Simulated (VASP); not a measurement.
# Ga (Fm-3m) in VASP: further runs

Ga is run at these levels: PBE; tasks: single point.

Program: VASP 6.6.1. These are calculated values, not measurements. Logs are shortened: lines on timing, memory, paths and dates and some standing lists are left out, and cuts for length are marked.

## Step 1: The cell of the first run

Symmetry: Fm-3m, No. 225, cubic system. Conventional cell: a = 3.755 Å, b = 3.755 Å, c = 3.755 Å, α = 90.00°, β = 90.00°, γ = 90.00°. Ga (site symmetry m-3m) has 12 Ga at 2.65 Å within 3.5 Å.

This isn't the form of Ga at room conditions, which is orthorhombic.

## Step 2: Single point, PBE (Sc replaced by Ga, lengths x 0.831, strained)

Contents of INCAR:

```
ALGO     = Normal         # electronic algorithm
EDIFF    = 1E-6           # SCF threshold, eV
ENCUT    = 500            # plane-wave cutoff, eV
GGA      = PE             # functional
GGA_COMPAT= False        
ISIF     = 2              # what is computed and relaxed
ISMEAR   = 0              # smearing method
LASPH    = True           # aspherical terms in the spheres
LCHARG   = True           # write CHGCAR
LELF     = True           # ELF
LREAL    = False          # projectors in reciprocal space
LVHAR    = True         
LWAVE    = False          # write WAVECAR
NBANDS   = 12             # bands
NELM     = 120            # most SCF steps
PREC     = Accurate       # precision mode
SIGMA    = 0.1            # smearing width, eV
```

Contents of KPOINTS:

```
k-points
0
Gamma
  8 8 8
```

Contents of POSCAR:

```
Ga
1.0
    0.0000000000      1.8773265436      1.8773265436
    1.8773265436      0.0000000000      1.8773265436
    1.8773265436      1.8773265436      0.0000000000
Ga
1
Direct
    0.0000000000      0.0000000000      0.0000000000
```

Potentials or basis: VASP PAW PBE potentials, release 64 (Ga_d).

The run is started by

```sh
> cat potpaw_PBE.64/Ga_d/POTCAR > POTCAR
> mpirun -np 1 vasp_std > vasp.out
```

OUTCAR:

```text
EDIFF = 1E-6
   ENCUT = 500
   GGA = PE
   ISIF = 2
   ISMEAR = 0
   LASPH = True
   LREAL = False
   NELM = 120
   PREC = Accurate

 ion  position               nearest neighbor table
   1  0.000  0.000  0.000-

  LATTYP: Found a face centered cubic cell.
 ALAT       =     3.7546530872

  Lattice vectors:

 A1 = (   0.0000000000,   1.8773265436,   1.8773265436)
 A2 = (   1.8773265436,   0.0000000000,   1.8773265436)
 A3 = (   1.8773265436,   1.8773265436,   0.0000000000)

Analysis of symmetry for initial positions (statically):
=====================================================================
 Subroutine PRICEL returns:
 Original cell was already a primitive cell.

 Routine SETGRP: Setting up the symmetry group for a
 face centered cubic supercell.

 Subroutine GETGRP returns: Found 48 space group operations
 (whereof 48 operations were pure point group operations)
 out of a pool of 48 trial point group operations.

The static configuration has the point symmetry O_h .

Analysis of symmetry for dynamics (positions and initial velocities):
=====================================================================
 Subroutine PRICEL returns:
 Original cell was already a primitive cell.

 Routine SETGRP: Setting up the symmetry group for a
 face centered cubic supercell.

 Subroutine GETGRP returns: Found 48 space group operations
 (whereof 48 operations were pure point group operations)
 out of a pool of 48 trial point group operations.

The dynamic configuration has the point symmetry O_h .

 Subroutine INISYM returns: Found 48 space group operations
 (whereof 48 operations are pure point group operations),
 and found     1 'primitive' translations

----------------------------------------------------------------------------------------

                                     Primitive cell

  volume of cell :      13.2327

  direct lattice vectors                    reciprocal lattice vectors
     0.000000000  1.877326544  1.877326544    -0.266336191  0.266336191  0.266336191
     1.877326544  0.000000000  1.877326544     0.266336191 -0.266336191  0.266336191
     1.877326544  1.877326544  0.000000000     0.266336191  0.266336191 -0.266336191

  length of vectors
     2.654940659  2.654940659  2.654940659     0.461307814  0.461307814  0.461307814

  position of ions in fractional coordinates (direct lattice)
     0.000000000  0.000000000  0.000000000

  ion indices of the primitive-cell ions
   primitive index   ion index
                 1           1

----------------------------------------------------------------------------------------

 KPOINTS: k-points

Automatic generation of k-mesh.
 Grid dimensions read from file:
 generate k-points for:    8    8    8

 Generating k-lattice:

  Cartesian coordinates                     Fractional coordinates (reciprocal lattice)
    -0.033292024  0.033292024  0.033292024     0.125000000  0.000000000  0.000000000
     0.033292024 -0.033292024  0.033292024     0.000000000  0.125000000  0.000000000
     0.033292024  0.033292024 -0.033292024     0.000000000  0.000000000  0.125000000

  Length of vectors
     0.057663477  0.057663477  0.057663477

  Shift w.r.t. Gamma in fractional coordinates (k-lattice)
     0.000000000  0.000000000  0.000000000

 Subroutine IBZKPT returns following result:
 ===========================================

 Found     29 irreducible k-points:

 Following reciprocal coordinates:
            Coordinates               Weight
  0.000000  0.000000  0.000000      1.000000
  0.125000  0.000000  0.000000      8.000000
  0.250000  0.000000  0.000000      8.000000
  0.375000  0.000000  0.000000      8.000000
  0.500000  0.000000  0.000000      4.000000
  0.125000  0.125000  0.000000      6.000000
[... 16 lines left out ...]
  0.500000  0.250000  0.125000     48.000000
 -0.375000  0.250000  0.125000     24.000000
 [... further k-points ...]
   k-points           NKPTS =     29   k-points in BZ     NKDIM =     29   number of bands    NBANDS=     12
   number of dos      NEDOS =    301   number of ions     NIONS =      1
   total plane-waves  NPLWV =   8000
   dimension x,y,z NGX =    20 NGY =   20 NGZ =   20
   dimension x,y,z NGXF=    40 NGYF=   40 NGZF=   40
   ions per type =               1
   NGX,Y,Z   is equivalent  to a cutoff of  12.52, 12.52, 12.52 a.u.
   NGXF,Y,Z  is equivalent  to a cutoff of  25.05, 25.05, 25.05 a.u.
 SYSTEM =  unknown system
   PREC   = accura    normal or accurate (medium, high low for compatibility)
   ISTART =      0    job   : 0-new  1-cont  2-samecut
   ICHARG =      2    charge: 1-file 2-atom 10-const
   ISPIN  =      1    spin polarized calculation?
   LNONCOLLINEAR =      F non collinear calculations
   LSORBIT =      F    spin-orbit coupling
   LASPH  =      T    aspherical Exc in radial PAW
   ENCUT  =  500.0 eV  36.75 Ry    6.06 a.u.   4.84  4.84  4.84*2*pi/ulx,y,z
   NELM   =    120;   NELMIN=  2; NELMDL= -5     # of ELM steps
   EDIFF  = 0.1E-05   stopping-criterion for ELM
   LREAL  =      F    real-space projection
   EDIFFG = 0.1E-04   stopping-criterion for IOM
   NSW    =      0    number of steps for IOM
[... 5 lines left out ...]
   TEBEG  =    0.0;   TEEND  =   0.0 temperature during run
   PSTRESS=    0.0 pullay stress
   NELECT =      13.0000    total number of electrons
   NUPDOWN=      -1.0000    fix difference up-down
   EMIN   =  10.00;   EMAX   =-10.00  energy-range for DOS
   EFERMI =   0.00;   METHOD = LEGACY
   ISMEAR =     0;   SIGMA  =   0.10  broadening in eV -4-tet -1-fermi 0-gaus
   EFERMI_NEDOS =   21; number of points for ismear=-14 and -15
   IALGO  =     38    algorithm
   IMIX   =      4    mixing-type and parameters
     AMIX     =   0.40;   BMIX     =  1.00
     AMIX_MAG =   1.60;   BMIX_MAG =  1.00
  volume/ion in A,a.u.               =      13.23        89.30
  Fermi-wavevector in a.u.,A,eV,Ry     =   1.627444  3.075424 36.036049  2.648575
  Thomas-Fermi vector in A             =   2.720238
   LORBIT       =      0    0 simple, 1 ext, 2 COOP (PROOUT), +10 PAW based schemes
   GGA     = PE    functional components
   LHFCALC =     F    Hartree Fock is set to
   AEXX    =    0.0000 exact exchange contribution
   IVDW    =     0    specifies the selected vdW correction
   LEPSILON=     F    determine dielectric tensor
   LRPA    =     F    only Hartree local field effects (RPA)
 non-spin polarized calculation
 Gauss-broadening in eV      SIGMA  =   0.10
  energy-cutoff  :      500.00
  volume of cell :       13.23
 maximum number of plane-waves:       344
   NGX =  9   NGY =  9   NGZ =  9

 number of electron      13.0000003 magnetization

 Free energy of the ion-electron system (eV)
  ---------------------------------------------------
  ext. energy  EPLUGINS =         0.00000000
  ---------------------------------------------------
  free energy    TOTEN  =        -2.34820291 eV

  energy without entropy =       -2.34752481  energy(sigma->0) =       -2.34786386

 E-fermi :   9.7668     XC(G=0): -12.9158

 val. band max:        9.5240224798   @ k =  -0.2500   0.5000   0.2500
 cond. band min:       9.9105578192   @ k =   0.5000   0.2500   0.1250
 fundamental gap:      0.3865353394
 Fermi energy:         9.7667819430

 k-point     1 :       0.0000    0.0000    0.0000
  band No.  band energies     occupation
      1      -5.9888      2.00000
      2      -5.9888      2.00000
      3      -5.9888      2.00000
      4      -5.7039      2.00000
      5      -5.7039      2.00000
      6      -4.7420      2.00000
      7      26.1311      0.00000
      8      26.1311      0.00000
      9      26.1311      0.00000
     10      27.2665      0.00000
     11      29.2244      0.00000
     12      29.2244      0.00000

 k-point     2 :       0.1250    0.0000    0.0000
  band No.  band energies     occupation
      1      -6.0190      2.00000
      2      -5.9517      2.00000
      3      -5.9517      2.00000
      4      -5.7086      2.00000
      5      -5.7086      2.00000
      6      -4.2137      2.00000
      7      20.5971      0.00000
      8      24.9391      0.00000
      9      24.9391      0.00000
     10      26.7948      0.00000
     11      31.2536      0.00000
     12      31.2536      0.00000

 k-point     3 :       0.2500    0.0000    0.0000
  band No.  band energies     occupation
      1      -6.1266      2.00000
      2      -5.9251      2.00000
      3      -5.9251      2.00000
      4      -5.6544      2.00000
      5      -5.6544      2.00000
      6      -2.5872      2.00000
      7      14.2093      0.00000
      8      23.6415      0.00000
      9      23.6415      0.00000
     10      26.4372      0.00000
     11      30.1953      0.00000
     12      30.1953      0.00000

 k-point     4 :       0.3750    0.0000    0.0000
  band No.  band energies     occupation
      1      -6.2466      2.00000
      2      -5.9631      2.00000
      3      -5.9631      2.00000
      4      -5.5318      2.00000
      5      -5.5318      2.00000
      6       0.1194      2.00000
      7       8.6083      2.00000
      8      22.9762      0.00000
      9      22.9762      0.00000
     10      26.0451      0.00000
     11      27.8731      0.00000
     12      27.8731      0.00000

 k-point     5 :       0.5000    0.0000    0.0000
  band No.  band energies     occupation
      1      -6.2971      2.00000
      2      -5.9856      2.00000
      3      -5.9856      2.00000
      4      -5.4732      2.00000
      5      -5.4732      2.00000
      6       3.5157      2.00000
      7       4.2446      2.00000
      8      22.8090      0.00000
      9      22.8090      0.00000
     10      25.8641      0.00000
     11      27.0251      0.00000
     12      27.0251      0.00000
[... 228 lines left out ...]
      1      -6.4114      2.00000
      2      -6.3573      2.00000
      3      -5.4879      2.00000
      4      -5.4144      2.00000
      5      -5.4144      2.00000
      6       5.5026      2.00000
      7       7.8237      2.00000
      8      15.6176      0.00000
      9      15.6176      0.00000
     10      19.2428      0.00000
     11      20.7953      0.00000
     12      45.0855      0.00000

 k-point    22 :       0.3750    0.2500    0.1250
  band No.  band energies     occupation
      1      -6.1329      2.00000
      2      -5.9527      2.00000
      3      -5.8531      2.00000
      4      -5.7239      2.00000
      5      -5.5911      2.00000
      6      -1.1402      2.00000
      7      15.2045      0.00000
      8      15.6785      0.00000
      9      20.8730      0.00000
     10      26.1002      0.00000
     11      26.4999      0.00000
     12      32.3895      0.00000

 k-point    23 :       0.5000    0.2500    0.1250
  band No.  band energies     occupation
      1      -6.1317      2.00000
      2      -6.0213      2.00000
      3      -5.8400      2.00000
      4      -5.6969      2.00000
      5      -5.5321      2.00000
      6       1.5542      2.00000
      7       9.9106      0.04202
      8      15.2484      0.00000
      9      18.0686      0.00000
     10      25.8311      0.00000
     11      29.2572      0.00000
     12      32.2027      0.00000

 k-point    24 :      -0.3750    0.2500    0.1250
  band No.  band energies     occupation
      1      -6.1259      2.00000
      2      -6.0664      2.00000
      3      -5.7900      2.00000
      4      -5.7366      2.00000
      5      -5.4887      2.00000
      6       5.1581      2.00000
      7       5.3604      2.00000
      8      15.7844      0.00000
      9      16.5042      0.00000
     10      25.7311      0.00000
     11      28.8933      0.00000
     12      37.3428      0.00000

 [... further k-points ...]

------------------------ aborting loop because EDIFF is reached ----------------------------------------

  FORCE on cell =-STRESS in cart. coord.  units (eV):
  Direction    XX          YY          ZZ          XY          YZ          ZX
  --------------------------------------------------------------------------------------
  -------------------------------------------------------------------------------------
  Total        3.3603318      3.3603318      3.3603318      0.0000000      0.0000000      0.0000000
  in kB      406.8583973    406.8583973    406.8583973      0.0000000      0.0000000      0.0000000
  external PRESSURE =     406.8583973 kB  Pullay stress =       0.0000000 kB

 VOLUME and BASIS-vectors are now :
 -----------------------------------------------------------------------------
  energy-cutoff  :      500.00
  volume of cell :       13.23
      direct lattice vectors                 reciprocal lattice vectors
     0.000000000  1.877326544  1.877326544    -0.266336191  0.266336191  0.266336191
     1.877326544  0.000000000  1.877326544     0.266336191 -0.266336191  0.266336191
     1.877326544  1.877326544  0.000000000     0.266336191  0.266336191 -0.266336191

 POSITION                                       TOTAL-FORCE (eV/Angst)
 -----------------------------------------------------------------------------------
      0.00000      0.00000      0.00000         0.000000     -0.000000      0.000000
 -----------------------------------------------------------------------------------
    total drift:                               -0.000000     -0.000000     -0.000000

  FREE ENERGIE OF THE ION-ELECTRON SYSTEM (eV)
  ---------------------------------------------------
  free  energy   TOTEN  =        -2.3482029072 eV

  energy  without entropy=       -2.3475248150  energy(sigma->0) =       -2.34786386
```

Run time: 3.3 s. Hardware: 1 thread of AMD EPYC 9R45 (Zen 5), shared host; peak memory 0.09 GiB.

What came out:

```
Free energy            : -2.3482 eV
Pressure               : 40.7 GPa
Band gap on the k mesh : zero (an odd number of electrons rules out a gap without spin polarisation)
```

Levels at points of the mesh, in eV from the Fermi level:
```
           k point  band 2  band 3  band 4  band 5  band 6  band 7  band 8  band 9  band 10  band 11
(0.00, 0.00, 0.00)  -15.76  -15.76  -15.47  -15.47  -14.51   16.36   16.36   16.36    17.50    19.46
(0.50, 0.00, 0.00)  -15.75  -15.75  -15.24  -15.24   -6.25   -5.52   13.04   13.04    16.10    17.26
(0.50, 0.50, 0.00)  -16.12  -15.25  -15.18  -15.18   -4.26   -1.94    5.85    5.85     9.48    11.03
```

Caveat: the k points lie up to 0.36 Å⁻¹ apart, too coarse for converged energies and pressures of a metal; the cell differs from its parent crystal (Sc replaced by Ga, lengths x 0.831, strained).

## Step 3: Single point, PBE (Sc replaced by Ga, lengths x 0.831, strained)

Contents of INCAR:

```
PREC     = Accurate       # precision mode
ENCUT    = 500            # plane-wave cutoff, eV
EDIFF    = 1E-6           # SCF threshold, eV
ISMEAR   = 0              # smearing method
SIGMA    = 0.1            # smearing width, eV
LREAL    = False          # projectors in reciprocal space
LASPH    = True           # aspherical terms in the spheres
NELM     = 120            # most SCF steps
ALGO     = Normal         # electronic algorithm
ISIF     = 2              # what is computed and relaxed
LWAVE    = False          # write WAVECAR
LCHARG   = True           # write CHGCAR
GGA      = PE             # functional
LELF     = True           # ELF
LVHAR    = True         
NBANDS   = 12             # bands
GGA_COMPAT= False
```

Contents of KPOINTS:

```
regular mesh
0
Gamma
  20 20 20
```

POSCAR is that of step 2.

Potentials or basis: VASP PAW PBE potentials, release 64 (Ga_d).

The run is started by

```sh
> cat potpaw_PBE.64/Ga_d/POTCAR > POTCAR
> mpirun -np 1 vasp_std > vasp.out
```

Run time: 18 s. Hardware: 1 thread of AMD EPYC 9R45 (Zen 5), shared host; peak memory 0.12 GiB.

The run converged. Its results:

```
Free energy            : -2.3638 eV
Pressure               : 41.8 GPa
Band gap on the k mesh : zero (an odd number of electrons rules out a gap without spin polarisation)
```

Levels at points of the mesh, in eV from the Fermi level:
```tsv
k point	band 2	band 3	band 4	band 5	band 6	band 7	band 8	band 9	band 10	band 11
(0.00, 0.00, 0.00)	-15.70	-15.70	-15.41	-15.41	-14.46	16.41	16.41	16.41	17.54	19.50
(0.50, 0.00, 0.00)	-15.70	-15.70	-15.18	-15.18	-6.21	-5.48	13.09	13.09	16.14	17.31
(0.50, 0.50, 0.00)	-16.07	-15.20	-15.12	-15.12	-4.22	-1.90	5.90	5.90	9.52	11.07
```

Caveat: the cell differs from its parent crystal (Sc replaced by Ga, lengths x 0.831, strained); the cell stands under pressure.

The gap in the log of VASP goes by the Fermi energy; the results here count the filled bands.